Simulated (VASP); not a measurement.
# CO (P2_13) in VASP: single point with PBE

Aim: the single point of CO with PBE.

Everything below comes from runs of VASP 6.6.1. Logs are shortened: lines on timing, memory, paths and dates and some standing lists are left out, and cuts for length are marked.

### 1 The cell of the first run

Symmetry: P2_13, No. 198, cubic system. Conventional cell: a = 5.630 Å, b = 5.630 Å, c = 5.630 Å, α = 90.00°, β = 90.00°, γ = 90.00°. Within 1.4 Å of C (site symmetry 3) lie 1 O at 1.06 Å. Within 1.4 Å of O (site symmetry 3) lie 1 C at 1.06 Å.

### 2 Single point, PBE, non-collinear spin, zero start, spin-orbit coupling

The input, INCAR:

```
  PREC = Accurate
  ENCUT = 520
  EDIFF = 1E-7
  ISMEAR = -1
  SIGMA = 0.1
  LREAL = F
  LASPH = T
  NELM = 150
  ALGO = Normal
  ISIF = 2
  LWAVE = F
  LCHARG = F
  MAGMOM = 0 0 0 0 0 0 0 0 0 0 0 0 0 0 0 0 0 0 0 0 0 0 0 0
  LORBIT = 11
  LSORBIT = T
  GGA_COMPAT = F
  LORBMOM = T
  GGA = PE
  NBANDS = 58
```

The input, KPOINTS:

```
Automatic mesh
0
Gamma
  3 3 3
```

The input, POSCAR:

```
CO
1.0
    5.6300000000      0.0000000000      0.0000000000
    0.0000000000      5.6300000000      0.0000000000
    0.0000000000      0.0000000000      5.6300000000
C O
4 4
Direct
    0.9580000000      0.9580000000      0.9580000000
    0.5420000000      0.0420000000      0.4580000000
    0.4580000000      0.5420000000      0.0420000000
    0.0420000000      0.4580000000      0.5420000000
    0.0670000000      0.0670000000      0.0670000000
    0.4330000000      0.9330000000      0.5670000000
    0.5670000000      0.4330000000      0.9330000000
    0.9330000000      0.5670000000      0.4330000000
```

Potentials or basis: VASP PAW PBE potentials, release 64 (C, O).

Started as:

```
$ cat potpaw_PBE.64/C/POTCAR potpaw_PBE.64/O/POTCAR > POTCAR
$ mpirun -np 1 vasp_ncl > vasp.out
```

OUTCAR:

```text
PREC = Accurate
   ENCUT = 520
   EDIFF = 1E-7
   ISMEAR = -1
   LREAL = F
   LASPH = T
   NELM = 150
   ISIF = 2
   LORBIT = 11
   LSORBIT = T
   GGA = PE

 ion  position               nearest neighbor table
   1  0.958  0.958  0.958-   5 1.06
   2  0.542  0.042  0.458-   6 1.06
   3  0.458  0.542  0.042-   7 1.06
   4  0.042  0.458  0.542-   8 1.06
   5  0.067  0.067  0.067-   1 1.06
   6  0.433  0.933  0.567-   2 1.06
   7  0.567  0.433  0.933-   3 1.06
   8  0.933  0.567  0.433-   4 1.06

  LATTYP: Found a simple cubic cell.
 ALAT       =     5.6300000000

  Lattice vectors:

 A1 = (   5.6300000000,   0.0000000000,   0.0000000000)
 A2 = (   0.0000000000,   5.6300000000,   0.0000000000)
 A3 = (   0.0000000000,   0.0000000000,   5.6300000000)

Analysis of symmetry for initial positions (statically):
=====================================================================
 Subroutine PRICEL returns:
 Original cell was already a primitive cell.

 Routine SETGRP: Setting up the symmetry group for a
 simple cubic supercell.

 Subroutine GETGRP returns: Found 12 space group operations
 (whereof  3 operations were pure point group operations)
 out of a pool of 48 trial point group operations.

The static configuration has the point symmetry C_3 .
 The point group associated with its full space group is T   .

Analysis of symmetry for dynamics (positions and initial velocities):
=====================================================================
 Subroutine PRICEL returns:
 Original cell was already a primitive cell.

 Routine SETGRP: Setting up the symmetry group for a
 simple cubic supercell.

 Subroutine GETGRP returns: Found 12 space group operations
 (whereof  3 operations were pure point group operations)
 out of a pool of 48 trial point group operations.

The dynamic configuration has the point symmetry C_3 .
 The point group associated with its full space group is T   .

Analysis of structural, dynamic, and magnetic symmetry:
=====================================================================
 Subroutine PRICEL returns:
 Original cell was already a primitive cell.

 Routine SETGRP: Setting up the symmetry group for a
 simple cubic supercell.

 Subroutine GETGRP returns: Found 12 space group operations
 (whereof  3 operations were pure point group operations)
 out of a pool of 48 trial point group operations.

The overall configuration has the point symmetry C_3 .
 The point group associated with its full space group is T   .

 Subroutine INISYM returns: Found 12 space group operations
[... 469 lines left out ...]
  3        -0.000  -0.000
  4         0.000   0.000
  5         0.000   0.000
  6        -0.000  -0.000
  7         0.000   0.000
  8        -0.000  -0.000
 --------------------------------
            0.000   0.000

 orbital moment (y)

 # of ion     p       tot
 --------------------------------
  1        -0.000  -0.000
  2         0.000   0.000
  3         0.000   0.000
  4        -0.000  -0.000
  5         0.000   0.000
  6        -0.000  -0.000
  7        -0.000  -0.000
  8         0.000   0.000
 --------------------------------
           -0.000  -0.000

 orbital moment (z)

 # of ion     p       tot
 --------------------------------
  1        -0.000  -0.000
  2        -0.000  -0.000
  3         0.000   0.000
  4         0.000   0.000
  5         0.000   0.000
  6         0.000   0.000
  7        -0.000  -0.000
  8        -0.000  -0.000
 --------------------------------
           -0.000  -0.000

 Spin-Orbit-Coupling matrix elements

 Ion:    1  E_soc:     -0.0000182
 l=   1
     0.0000000    -0.0000030    -0.0000030
    -0.0000030     0.0000000    -0.0000030
    -0.0000030    -0.0000030     0.0000000
 l=   2
     0.0000000     0.0000000     0.0000000     0.0000000     0.0000000
     0.0000000     0.0000000     0.0000000     0.0000000     0.0000000
     0.0000000     0.0000000     0.0000000     0.0000000     0.0000000
     0.0000000     0.0000000     0.0000000     0.0000000     0.0000000
     0.0000000     0.0000000     0.0000000     0.0000000     0.0000000
 l=   3
     0.0000000     0.0000000     0.0000000     0.0000000     0.0000000     0.0000000     0.0000000
     0.0000000     0.0000000     0.0000000     0.0000000     0.0000000     0.0000000     0.0000000
     0.0000000     0.0000000     0.0000000     0.0000000     0.0000000     0.0000000     0.0000000
     0.0000000     0.0000000     0.0000000     0.0000000     0.0000000     0.0000000     0.0000000
[... 129 lines left out ...]
 l=   2
     0.0000000     0.0000000     0.0000000     0.0000000     0.0000000
     0.0000000     0.0000000     0.0000000     0.0000000     0.0000000
     0.0000000     0.0000000     0.0000000     0.0000000     0.0000000
     0.0000000     0.0000000     0.0000000     0.0000000     0.0000000
     0.0000000     0.0000000     0.0000000     0.0000000     0.0000000
 l=   3
     0.0000000     0.0000000     0.0000000     0.0000000     0.0000000     0.0000000     0.0000000
     0.0000000     0.0000000     0.0000000     0.0000000     0.0000000     0.0000000     0.0000000
     0.0000000     0.0000000     0.0000000     0.0000000     0.0000000     0.0000000     0.0000000
     0.0000000     0.0000000     0.0000000     0.0000000     0.0000000     0.0000000     0.0000000
     0.0000000     0.0000000     0.0000000     0.0000000     0.0000000     0.0000000     0.0000000
     0.0000000     0.0000000     0.0000000     0.0000000     0.0000000     0.0000000     0.0000000
     0.0000000     0.0000000     0.0000000     0.0000000     0.0000000     0.0000000     0.0000000

 total charge

# of ion       s       p       d       tot
------------------------------------------
    1        1.066   1.617   0.000   2.683
    2        1.066   1.617   0.000   2.683
    3        1.066   1.617   0.000   2.683
    4        1.066   1.617   0.000   2.683
    5        1.650   3.667   0.000   5.318
    6        1.650   3.667   0.000   5.318
    7        1.650   3.667   0.000   5.318
    8        1.650   3.667   0.000   5.318
--------------------------------------------------
tot         10.865  21.138   0.000  32.004

 magnetization (x)

# of ion       s       p       d       tot
------------------------------------------
    1       -0.000  -0.000   0.000  -0.000
    2        0.000   0.000   0.000   0.000
    3       -0.000  -0.000   0.000  -0.000
    4        0.000   0.000   0.000   0.000
    5        0.000   0.000   0.000   0.000
    6       -0.000  -0.000   0.000  -0.000
    7        0.000   0.000   0.000   0.000
    8       -0.000  -0.000   0.000  -0.000
--------------------------------------------------
tot          0.000  -0.000   0.000  -0.000

 magnetization (y)

# of ion       s       p       d       tot
------------------------------------------
    1       -0.000  -0.000   0.000  -0.000
    2        0.000   0.000   0.000   0.000
    3        0.000   0.000   0.000   0.000
    4       -0.000  -0.000   0.000  -0.000
    5        0.000   0.000   0.000   0.000
    6       -0.000  -0.000   0.000  -0.000
    7       -0.000  -0.000   0.000  -0.000
    8        0.000   0.000   0.000   0.000
--------------------------------------------------
tot          0.000   0.000   0.000   0.000

 magnetization (z)

# of ion       s       p       d       tot
------------------------------------------
    1       -0.000  -0.000   0.000  -0.000
    2       -0.000  -0.000   0.000  -0.000
    3        0.000   0.000   0.000   0.000
    4        0.000   0.000   0.000   0.000
    5        0.000   0.000   0.000   0.000
    6        0.000   0.000   0.000   0.000
    7       -0.000  -0.000   0.000  -0.000
    8       -0.000  -0.000   0.000  -0.000
--------------------------------------------------
tot         -0.000   0.000   0.000  -0.000
```

OSZICAR:

```text
N       E                     dE             d eps       ncg     rms          rms(c)
DAV:   1     0.275494699357E+03    0.27549E+03   -0.18563E+04   588   0.118E+03
DAV:   2    -0.324533048639E+02   -0.30795E+03   -0.29651E+03   766   0.286E+02
DAV:   3    -0.615977571149E+02   -0.29144E+02   -0.28889E+02   686   0.920E+01
DAV:   4    -0.620629856350E+02   -0.46523E+00   -0.46401E+00   656   0.131E+01
DAV:   5    -0.620707184781E+02   -0.77328E-02   -0.77285E-02   670   0.160E+00    0.162E+01
DAV:   6    -0.582112296181E+02    0.38595E+01   -0.82567E+00   596   0.186E+01    0.833E+00
DAV:   7    -0.575354586697E+02    0.67577E+00   -0.10970E+00   676   0.649E+00    0.394E+00
DAV:   8    -0.574654391113E+02    0.70020E-01   -0.50008E-01   674   0.408E+00    0.120E+00
DAV:   9    -0.574624438277E+02    0.29953E-02   -0.61932E-02   652   0.143E+00    0.299E-01
DAV:  10    -0.574605325775E+02    0.19113E-02   -0.36479E-03   594   0.471E-01    0.956E-02
DAV:  11    -0.574607951182E+02   -0.26254E-03   -0.83222E-04   630   0.168E-01    0.431E-02
DAV:  12    -0.574608195911E+02   -0.24473E-04   -0.60711E-05   672   0.482E-02    0.144E-02
DAV:  13    -0.574608223942E+02   -0.28031E-05   -0.31015E-06   696   0.109E-02    0.700E-03
DAV:  14    -0.574608221828E+02    0.21148E-06   -0.25055E-06   676   0.806E-03    0.249E-03
DAV:  15    -0.574608221445E+02    0.38223E-07   -0.34576E-07   660   0.410E-03
   1 F= -.57460822E+02 E0= -.57460822E+02  d E =-.123544E-09  mag=     0.0000    -0.0000     0.0000
```

Wall time 2 min (1 thread of Intel Xeon Platinum 8259CL at 2.50GHz (Skylake/Cascade Lake), shared host); peak memory 0.55 GiB.

What came out:

- Free energy: -57.4608 eV
- Pressure: 15.8 GPa
- Largest force: 12.154 eV/Å
- Net moment: 0.00 μB per cell
- Valence electrons inside the program's atomic spheres: C 2.68; O 5.32

Forces in eV/Å, atoms in the order of the input:
```
C   -7.012 -7.012 -7.012
C    7.012  7.012 -7.012
C   -7.012  7.012  7.012
C    7.012 -7.012  7.012
O    7.017  7.017  7.017
O   -7.017 -7.017  7.017
O    7.017 -7.017 -7.017
O   -7.017  7.017 -7.017
```

Moments on the atoms (μB; x, y, z):
```
C   0.00 0.00 0.00
C   0.00 0.00 0.00
C   0.00 0.00 0.00
C   0.00 0.00 0.00
O   0.00 0.00 0.00
O   0.00 0.00 0.00
O   0.00 0.00 0.00
O   0.00 0.00 0.00
```

Caveat: the k points lie up to 0.37 Å⁻¹ apart; forces of over 1 eV/Å act on the atoms, so gaps and moduli don't describe the material at rest.
